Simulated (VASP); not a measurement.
AlFe (CsCl type), 2 atoms in the cell. It takes space group Pm-3m (No. 221, cubic). The conventional cell has a = 2.821 Å, b = 2.821 Å, c = 2.821 Å, α = 90.00°, β = 90.00°, γ = 90.00°. Fe (site symmetry m-3m) has 8 Al at 2.44 Å and 6 Fe at 2.82 Å within 3.2 Å. Within 3.2 Å of Al (site symmetry m-3m) lie 8 Fe at 2.44 Å and 6 Al at 2.82 Å. 

| Item | Value |
| --- | --- |
| Program | VASP 6.6.1 |
| Task | single point |
| Functional | HSE06 |
| Potentials or basis | VASP PAW PBE potentials, release 64 (Fe, Al) |
| Cutoff | 520 eV |
| k mesh | 4 × 4 × 4 |
| Occupations | fermi-dirac, width 0.1 eV |
| Spin | no spin polarisation |
| Dipole correction | no |
| Grid for exact exchange (PRECFOCK) | Normal |
| Further INCAR settings | ALGO = Normal; EDIFF = 1e-06; NBANDS = 12 |
| Share of exact exchange | 0.25 |
| Screening parameter | 0.2079 1/Å |

Potentials or basis: VASP PAW PBE potentials, release 64 (Fe, Al).

Launch:

```console
$ cat potpaw_PBE.64/Fe/POTCAR potpaw_PBE.64/Al/POTCAR > POTCAR
$ cp INCAR.step1 INCAR
$ mpirun -np 1 vasp_std > vasp.out
$ cp INCAR.step2 INCAR
$ mpirun -np 1 vasp_std > vasp.out
```

Hardware: 1 thread of AMD EPYC 7R43 64-Core Processor (Zen 3), on a shared host.

Q: Estimate the wall time of this run.

A: Wall time 2.9 min on 1 thread of AMD EPYC 7R43 64-Core Processor (Zen 3) (shared host), peak memory 0.2 GiB. Counts: k points 10.
